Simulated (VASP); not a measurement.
Crystal: SiC.

```
Si C
1.0
     2.90592    0.00000    0.00000
    -1.45296    2.51660    0.00000
     0.00000    0.00000    2.49651
Si C
1 1
Cartesian
  0.0000 1.6777 0.0000
  1.4530 0.8389 1.2483
```

* Program: VASP 6.6.1
* Task: relaxation of cell and atoms
* Functional: PBE
* Potentials or basis: VASP PAW PBE potentials, release 64 (Si, C)
* Cutoff: 600 eV
* k mesh: 6 × 6 × 6
* Occupations: gaussian, width 0.1 eV
* Spin: no spin polarisation

At the start: pressure 1.3 GPa; volume 9.13 Å³/atom.

Where does the relaxation end?

Over 9 steps the energy falls by 23.3 meV/atom and the volume is 9.09 Å³/atom (-0.5 %); space group P-6m2 (No. 187, to 0.05 Å).

The path:
```tsv
step	energy change (eV)	largest force (eV/Å)	pressure (GPa)	volume (Å³)
1	0.0000	0.0000	1.28	18.26
2	-0.0297	0.0000	-1.89	18.42
3	-0.0446	0.0000	-2.13	18.36
4	-0.0455	0.0000	-1.92	18.35
5	-0.0455	0.0000	-1.96	18.35
6	-0.0462	0.0000	0.88	18.09
7	-0.0466	0.0000	-0.12	18.18
8	-0.0465	0.0000	0.17	18.16
9	-0.0466	0.0000	0.01	18.17
```

Final structure:
```xyz
2
Lattice="2.8641 0.0000 0.0000 -1.4320 2.4804 0.0000 0.0000 0.0000 2.5578" Properties=species:S:1:pos:R:3 pbc="T T T"
Si    0.0000    1.6536    0.0000
C     1.4320    0.8268    1.2789
```

Caveat: the k points lie up to 0.42 Å⁻¹ apart in the final cell.
